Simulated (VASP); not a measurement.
A run of VASP 6.6.1:

INCAR

```
ALGO     = Normal         # electronic algorithm
EDIFF    = 1E-7           # SCF threshold, eV
ENCUT    = 520            # plane-wave cutoff, eV
GGA      = PE             # functional
ISIF     = 2              # what is computed and relaxed
ISMEAR   = 0              # smearing method
LASPH    = T              # aspherical terms in the spheres
LCHARG   = T              # write CHGCAR
LELF     = T              # ELF
LREAL    = Auto         
LVHAR    = T            
LWAVE    = F              # write WAVECAR
NBANDS   = 86             # bands
NELM     = 100            # most SCF steps
PREC     = Accurate       # precision mode
SIGMA    = 0.1            # smearing width, eV
```

The input KPOINTS:

```
k-points
0
Gamma
  2 3 3
```

File POSCAR:

```
Cd4SeS3
1.0
   -0.0010591246      0.0003559546      6.9065422740
    8.4841460354     -0.0044533258     -0.0012650829
   -4.2458749448      7.3501490626      0.0009499270
Cd Se S
8 2 6
Direct
    0.3709348119      0.1612675647      0.8370867521
    0.3710104063      0.1633708208      0.3258491630
    0.3712297971      0.6743491190      0.8375798346
    0.8889660083      0.3331706907      0.6669287834
    0.8710981781      0.8386663968      0.1629503259
    0.8712741740      0.3261204746      0.1624280204
    0.3894924597      0.6663609784      0.3326094980
    0.8711751010      0.8365814292      0.6745950660
    0.5006895168      0.3327833457      0.6671827814
    0.0010543036      0.6675437673      0.3331478108
    0.9987729902      0.1652007478      0.8340880009
    0.9987610303      0.1669622413      0.3316138810
    0.9988992365      0.6686593104      0.8346333386
    0.4988365620      0.8348633853      0.1658330538
    0.4989026192      0.3309908916      0.1653191007
    0.4989028049      0.8331088365      0.6681545892
```

Potentials or basis: VASP PAW PBE potentials, release 64 (Cd, Se, S).

Command:

```sh
$ cat potpaw_PBE.64/Cd/POTCAR potpaw_PBE.64/Se/POTCAR potpaw_PBE.64/S/POTCAR > POTCAR
$ mpirun -np 1 vasp_std > vasp.out
```

Hardware: 1 thread of Intel(R) Xeon(R) 6975P-C (Granite Rapids) (shared host).

How long does it take, and how much memory?

Run time: 6.3 min on 1 thread of Intel(R) Xeon(R) 6975P-C (Granite Rapids), on a shared host, peak memory 0.61 GiB. Counts: scf iterations 18, k points 10.
